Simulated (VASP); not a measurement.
# Ti (Cmmm) in VASP: single point with PBE

Aim: the single point of Ti with PBE.

Program: VASP 6.6.1. These are calculated values, not measurements. Logs are shortened: lines on timing, memory, paths and dates and some standing lists are left out, and cuts for length are marked.

## (1) The cell of the first run

The typed cell holds 5 atoms: a = 3.765 Å, b = 3.765 Å, c = 6.853 Å, α = 90.00°, β = 90.00°, γ = 89.98°.

## (2) Single point, PBE

The input, INCAR:

```
  PREC = Accurate
  ENCUT = 520
  EDIFF = 1E-7
  ISMEAR = 0
  SIGMA = 0.1
  LREAL = False
  LASPH = True
  NELM = 100
  ALGO = Normal
  ISIF = 2
  LWAVE = False
  LCHARG = True
  GGA = PE
  LELF = True
  LVHAR = True
  NBANDS = 38
```

The input, KPOINTS:

```
Automatic mesh
0
Gamma
  10 10 6
```

The input, POSCAR:

```
Ti
1.0
    2.6627814360     -2.6620612064      0.0000000000
    2.6627814360      2.6620612064      0.0000000000
    0.0000000000      0.0000000000      6.8530931643
Ti
5
Direct
    0.5000000000      0.0000000000      0.3004551303
    0.0000000000      0.5000000000      0.6995448697
    0.0000000000      0.5000000000      0.3004551303
    0.5000000000      0.0000000000      0.6995448697
    0.0000000000      0.0000000000      0.0000000000
```

Potentials or basis: VASP PAW PBE potentials, release 64 (Ti_sv).

The run is started by

```
$ cat potpaw_PBE.64/Ti_sv/POTCAR > POTCAR
$ mpirun -np 1 vasp_std > vasp.out
```

OUTCAR:

```text
PREC = Accurate
   ENCUT = 520
   EDIFF = 1E-7
   ISMEAR = 0
   LREAL = False
   LASPH = True
   NELM = 100
   ISIF = 2
   GGA = PE

 ion  position               nearest neighbor table
   1  0.500  0.000  0.300-   3 2.66   3 2.66   3 2.66   3 2.66   4 2.73   5 2.79   5 2.79
   2  0.000  0.500  0.700-   4 2.66   4 2.66   4 2.66   4 2.66   3 2.73   5 2.79   5 2.79
   3  0.000  0.500  0.300-   1 2.66   1 2.66   1 2.66   1 2.66   2 2.73   5 2.79   5 2.79
   4  0.500  0.000  0.700-   2 2.66   2 2.66   2 2.66   2 2.66   1 2.73   5 2.79   5 2.79
   5  0.000  0.000  0.000-   1 2.79   2 2.79   3 2.79   4 2.79   2 2.79   3 2.79   1 2.79   4 2.79

  LATTYP: Found a base centered orthorhombic cell.
 ALAT       =     5.3241224128
 B/A-ratio  =     1.0002705534
 C/A-ratio  =     1.2871779860

  Lattice vectors:

 A1 = (  -2.6627814360,  -2.6620612064,   0.0000000000)
 A2 = (   2.6627814360,  -2.6620612064,   0.0000000000)
 A3 = (   0.0000000000,   0.0000000000,   6.8530931643)

Analysis of symmetry for initial positions (statically):
=====================================================================
 Subroutine PRICEL returns:
 Original cell was already a primitive cell.

 Routine SETGRP: Setting up the symmetry group for a
 base centered orthorhombic supercell.

 Subroutine GETGRP returns: Found  8 space group operations
 (whereof  8 operations were pure point group operations)
 out of a pool of  8 trial point group operations.

The static configuration has the point symmetry D_2h.

Analysis of symmetry for dynamics (positions and initial velocities):
=====================================================================
 Subroutine PRICEL returns:
 Original cell was already a primitive cell.

 Routine SETGRP: Setting up the symmetry group for a
 base centered orthorhombic supercell.

 Subroutine GETGRP returns: Found  8 space group operations
 (whereof  8 operations were pure point group operations)
 out of a pool of  8 trial point group operations.

The dynamic configuration has the point symmetry D_2h.

 Subroutine INISYM returns: Found  8 space group operations
 (whereof  8 operations are pure point group operations),
 and found     1 'primitive' translations

----------------------------------------------------------------------------------------

                                     Primitive cell

  volume of cell :      97.1561

  direct lattice vectors                    reciprocal lattice vectors
[... 90 lines left out ...]
   LASPH  =      T    aspherical Exc in radial PAW
   ENCUT  =  520.0 eV  38.22 Ry    6.18 a.u.   7.00  7.00 12.74*2*pi/ulx,y,z
   NELM   =    100;   NELMIN=  2; NELMDL= -5     # of ELM steps
   EDIFF  = 0.1E-06   stopping-criterion for ELM
   LREAL  =      F    real-space projection
   EDIFFG = 0.1E-05   stopping-criterion for IOM
   NSW    =      0    number of steps for IOM
   IBRION =     -1    ionic relax: 0-MD 1-quasi-New 2-CG
   NFREE  =      0    steps in history (QN), initial steepest desc. (CG)
   ISIF   =      2    stress and relaxation
   ISYM   =      2    0-nonsym 1-usesym 2-fastsym
   POTIM  = 0.5000    time-step for ionic-motion
   TEBEG  =    0.0;   TEEND  =   0.0 temperature during run
   PSTRESS=    0.0 pullay stress
   NELECT =      60.0000    total number of electrons
   NUPDOWN=      -1.0000    fix difference up-down
   EMIN   =  10.00;   EMAX   =-10.00  energy-range for DOS
   EFERMI =   0.00;   METHOD = LEGACY
   ISMEAR =     0;   SIGMA  =   0.10  broadening in eV -4-tet -1-fermi 0-gaus
   EFERMI_NEDOS =   21; number of points for ismear=-14 and -15
   IALGO  =     38    algorithm
   IMIX   =      4    mixing-type and parameters
     AMIX     =   0.40;   BMIX     =  1.00
     AMIX_MAG =   1.60;   BMIX_MAG =  1.00
  volume/ion in A,a.u.               =      19.43       131.13
  Fermi-wavevector in a.u.,A,eV,Ry     =   1.394125  2.634515 26.444089  1.943586
  Thomas-Fermi vector in A             =   2.517705
   LORBIT       =      0    0 simple, 1 ext, 2 COOP (PROOUT), +10 PAW based schemes
   GGA     = PE    functional components
   LHFCALC =     F    Hartree Fock is set to
   AEXX    =    0.0000 exact exchange contribution
   IVDW    =     0    specifies the selected vdW correction
   LEPSILON=     F    determine dielectric tensor
   LRPA    =     F    only Hartree local field effects (RPA)
 non-spin polarized calculation
 Gauss-broadening in eV      SIGMA  =   0.10
  energy-cutoff  :      520.00
  volume of cell :       97.16
 maximum number of plane-waves:      2638
   NGX = 15   NGY = 15   NGZ = 25

 number of electron      59.9999996 magnetization

 Free energy of the ion-electron system (eV)
  ---------------------------------------------------
  ext. energy  EPLUGINS =         0.00000000
  ---------------------------------------------------
  free energy    TOTEN  =       -35.36190628 eV

  energy without entropy =      -35.31110626  energy(sigma->0) =      -35.33650627

 E-fermi :   6.8458     XC(G=0): -10.8302

 val. band max:        6.8426957033   @ k =   0.4000   0.3000   0.5000
 cond. band min:       6.8488351924   @ k =   0.5000   0.1000   0.0000
 fundamental gap:      0.0061394891
 Fermi energy:         6.8457943832

 k-point     1 :       0.0000    0.0000    0.0000
  band No.  band energies     occupation
      1     -49.7184      2.00000
      2     -49.6580      2.00000
      3     -49.4825      2.00000
      4     -49.4666      2.00000
      5     -49.4433      2.00000
      6     -26.2208      2.00000
[... 973 lines left out ...]
     37       8.5648      0.00000
     38       8.7215      0.00000

 [... further k-points ...]
[... 5 lines left out ...]
  --------------------------------------------------------------------------------------
  -------------------------------------------------------------------------------------
  Total       -0.1409444     -0.1363355     -0.1299298     -0.0000000      0.0000000      0.0000000
  in kB       -2.3242783     -2.2482742     -2.1426401     -0.0000000      0.0000000      0.0000000
  external PRESSURE =      -2.2383976 kB  Pullay stress =       0.0000000 kB

 VOLUME and BASIS-vectors are now :
 -----------------------------------------------------------------------------
  energy-cutoff  :      520.00
  volume of cell :       97.16
      direct lattice vectors                 reciprocal lattice vectors
     2.662781436 -2.662061206  0.000000000     0.187773579 -0.187824382  0.000000000
     2.662781436  2.662061206  0.000000000     0.187773579  0.187824382  0.000000000
     0.000000000  0.000000000  6.853093164     0.000000000  0.000000000  0.145919511

 POSITION                                       TOTAL-FORCE (eV/Angst)
 -----------------------------------------------------------------------------------
      1.33139     -1.33103      2.05905        -0.000000      0.000000      0.000550
      1.33139      1.33103      4.79405         0.000000     -0.000000     -0.000550
      1.33139      1.33103      2.05905         0.000000     -0.000000      0.000550
      1.33139     -1.33103      4.79405        -0.000000     -0.000000     -0.000550
      0.00000      0.00000      0.00000         0.000000     -0.000000      0.000000
 -----------------------------------------------------------------------------------
    total drift:                                0.000000      0.000000      0.000000

  FREE ENERGIE OF THE ION-ELECTRON SYSTEM (eV)
  ---------------------------------------------------
  free  energy   TOTEN  =       -35.3619062765 eV

  energy  without entropy=      -35.3111062603  energy(sigma->0) =      -35.33650627
```

stdout:

```text
POSCAR found type information on POSCAR Ti
 POSCAR found :  1 types and       5 ions
 scaLAPACK will be used
 LDA part: xc-table for (Slater+PW92), standard interpolation
 POSCAR, INCAR and KPOINTS ok, starting setup
 FFT: planning ... GRIDC
 FFT: planning ... GRID_SOFT
 FFT: planning ... GRID
 WAVECAR not read
 entering main loop
```

It took 12 min on 1 thread of Intel Xeon Platinum 8259CL at 2.50GHz (Skylake/Cascade Lake), shared host; peak memory 0.41 GiB.

What came out:

```
Free energy            : -35.3619 eV
Pressure               : -0.2 GPa
Band gap on the k mesh : zero (band 30 reaches 7.16 eV, above the bottom of band 31 at 6.20 eV)
```
